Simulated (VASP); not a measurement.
**Al: single point with PBEsol**

Al:

```
Al
1.0
     2.83168    0.00000    0.00000
    -1.41584    2.45231    0.00000
     0.00000    0.00000   25.79447
Al
11
Direct
  0.00000 0.00000 0.00000
  0.33333 0.66667 0.09122
  0.00000 0.00000 0.18253
  0.33333 0.66667 0.27319
  0.66667 0.33333 0.36317
  0.00000 0.00000 0.45384
  0.66667 0.33333 0.54514
  0.00000 0.00000 0.63636
  0.66667 0.33333 0.72760
  0.00000 0.00000 0.81818
  0.33333 0.66667 0.90877
```

* Program: VASP 6.6.1
* Task: single point
* Functional: PBEsol
* Potentials or basis: VASP PAW PBE potentials, release 64 (Al)
* Cutoff: 520 eV
* k mesh: 18 × 18 × 2
* Occupations: gaussian, width 0.1 eV
* Spin: no spin polarisation
* Dipole correction: no
* Further INCAR settings: ALGO = Normal; EDIFF = 1e-06; NBANDS = 28

* Pressure: 0.1 GPa

Levels at points of the mesh, in eV from the Fermi level:
```csv
k point,band 14,band 15,band 16,band 17,band 18,band 19
"(0.00, 0.00, 0.00)",-0.66,-0.66,2.42,2.42,5.82,5.82
"(0.50, 0.00, 0.00)",-2.83,-1.86,-1.75,-1.70,-1.52,-0.13
"(0.00, 0.00, 0.50)",-2.05,0.84,0.85,4.09,4.09,7.61
"(0.50, 0.00, 0.50)",-2.49,-2.39,-2.36,-0.94,-0.87,-0.81
```

Wall time 6.4 min on 1 thread of Intel(R) Xeon(R) Platinum 8375C CPU @ 2.90GHz (Ice Lake) (shared host), peak memory 0.46 GiB.

Caveat: the PAW data sets were made with another functional, which shifts forces and pressure a little.
